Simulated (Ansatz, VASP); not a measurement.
This is a calculation of Sr2SO for Ansatz 0.2.0.

input.yaml

```yaml
crystal:
  lattice:
    - [4.043237, 0.0, 0.0]
    - [0.0, 4.043237, 0.0]
    - [0.0, 0.0, 5.718]
  atoms:
    - { symbol: Sr, position: [0.5, 0.5, 0.5] }
    - { symbol: Sr, position: [0.0, 0.0, 0.0] }
    - { symbol: S, position: [0.0, 0.0, 0.5] }
    - { symbol: O, position: [0.5, 0.5, 0.0] }
hamiltonian:
  xc:
    exchange: pbe
    correlation: pbe
    exx: { coeff: 0.5, omega: 0.2078699 }
  pseudopotentials: { kind: paw }
kpoints:
  mp_grid: { grid: [4, 4, 3] }
scf:
  occupations: { method: fermi_dirac, width: 0.05 }
output:
  forces: true
  stress: true
  eigenvalues: true
```

Potentials or basis: Ansatz PAW.

The run is started by

```bash
$ ansatz run input.yaml --threads 2 --pin off --max-ram 5632MiB --backend cpu --events-out ev --progress --plain --runs-dir out
```

Set up the same calculation for VASP 6.6.1. Potentials there: VASP PAW PBE potentials, release 64 (Sr_sv, S, O).

As run (the cutoff follows the program's own potentials):

The input POSCAR:

```
Sr2SO
1.0
    4.0432370000      0.0000000000      0.0000000000
    0.0000000000      4.0432370000      0.0000000000
    0.0000000000      0.0000000000      5.7180000000
Sr S O
2 1 1
Direct
    0.5000000000      0.5000000000      0.5000000000
    0.0000000000      0.0000000000      0.0000000000
    0.0000000000      0.0000000000      0.5000000000
    0.5000000000      0.5000000000      0.0000000000
```

File INCAR.step1:

```
PREC = Accurate ; ENCUT = 520
EDIFF = 1E-5 ; ISMEAR = -1
SIGMA = 0.05 ; LREAL = F
LASPH = T ; NELM = 80
ALGO = Normal ; ISIF = 2
LWAVE = T ; NBANDS = 24
GGA = PE
```

Contents of INCAR.step2:

```
PREC = Accurate ; ENCUT = 520
EDIFF = 1E-6 ; ISMEAR = -1
SIGMA = 0.05 ; LREAL = F
LASPH = T ; NELM = 80
ALGO = Normal ; ISIF = 2
LWAVE = F ; LCHARG = T
GGA = PE ; LHFCALC = T
AEXX = 0.5 ; HFSCREEN = 0.2078699
PRECFOCK = Normal ; LELF = T
LVHAR = T ; NBANDS = 24
ISTART = 1
```

The input KPOINTS:

```
Automatic mesh
0
Gamma
  4 4 3
```

Potentials or basis: VASP PAW PBE potentials, release 64 (Sr_sv, S, O).

Run with:

```sh
$ cat potpaw_PBE.64/Sr_sv/POTCAR potpaw_PBE.64/S/POTCAR potpaw_PBE.64/O/POTCAR > POTCAR
$ cp INCAR.step1 INCAR
$ mpirun -np 1 vasp_std > vasp.out
$ cp INCAR.step2 INCAR
$ mpirun -np 1 vasp_std > vasp.out
```

Both were run:

|  | VASP | Ansatz | Ansatz less VASP |
| --- | --- | --- | --- |
| gap on the k mesh at the Fermi level (eV) | 4.67 | 4.71 | +0.034 |
| least direct gap on the mesh (eV) | 4.67 | 4.71 | +0.034 |
| pressure (GPa) | -2.0 | -2.1 | -0.15 |
| traceless stress, the component that is largest in VASP (GPa) | 0.10 | 0.10 | -0.001 |

VASP's potentials were made for PBE, not for PBE-based screened hybrid.

Noted on Ansatz's run: odd divisions of the mesh miss points on the zone boundary, where band edges often lie, so the gap on the mesh can be too wide.
